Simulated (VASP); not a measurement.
MnO2, 6 atoms in the cell. It takes space group P4_2/mnm (No. 136, tetragonal). The conventional cell has a = 4.398 Å, b = 4.398 Å, c = 2.873 Å, α = 90.00°, β = 90.00°, γ = 90.00°. Within 2.5 Å of Mn (site symmetry mmm) lie 6 O at 1.88 to 1.90 Å. O (site symmetry m2m) has 3 Mn at 1.88 to 1.90 Å and 1 O at 2.42 Å within 2.5 Å. 

| Property | Result |
| --- | --- |
| Program | VASP 6.6.1 |
| Task | single point |
| Functional | PBEsol |
| Potentials or basis | VASP PAW PBE potentials, release 64 (Mn_pv, O) |
| Cutoff | 520 eV |
| k mesh | 5 × 5 × 7 |
| Occupations | gaussian, width 0.03 eV |
| Spin | collinear spin |
| Starting moments | [0.0, 4.5, 0.0, 0.0, 0.0, 0.0] μB |
| Hubbard terms | Mn d U = 3.9 eV |
| Dipole correction | no |
| Further INCAR settings | ALGO = Normal; EDIFF = 1e-07; NBANDS = 38 |

Potentials or basis: VASP PAW PBE potentials, release 64 (Mn_pv, O).

Run with:

```sh
$ cat potpaw_PBE.64/Mn_pv/POTCAR potpaw_PBE.64/O/POTCAR > POTCAR
$ mpirun -np 1 vasp_std > vasp.out
```

Hardware: 1 thread of Intel(R) Xeon(R) Platinum 8375C CPU @ 2.90GHz (Ice Lake) (shared host).

Problem. Estimate the wall time of this run.

Solution. Run time: 2.7 min on 1 thread of Intel(R) Xeon(R) Platinum 8375C CPU @ 2.90GHz (Ice Lake), with other jobs on the host, peak memory 0.26 GiB. Counts: scf iterations 22, k points 36.
